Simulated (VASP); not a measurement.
Crystal: BAs.

```
As B
1.0
     0.00000    2.35622    2.35622
     2.35622    0.00000    2.35622
     2.35622    2.35622    0.00000
As B
1 1
Direct
  0.75000 0.75000 0.75000
  0.00000 0.00000 0.00000
```

Program: VASP 6.6.1. Alike in all runs: task single point; potentials or basis VASP PAW PBE potentials, release 64 (As, B); cell as given; k mesh 10 × 10 × 10; cutoff (eV) 520; smearing fermi-dirac 0.05 eV.

Question: Order these runs on this cell by their pressure, lowest first.
A. level PBE; spin non-collinear, zero start, SOC
B. level revPBE+D3(BJ); spin off
C. level PBEsol; spin off
D. level PBE exchange alone; spin off
E. level RPBE; spin off

Answer: B (3.5 GPa), C (6.3 GPa), A (9.9 GPa), E (12.6 GPa), D (25.3 GPa).

Caveats: the PAW data sets were made with another functional, which shifts forces and pressure a little (some runs).
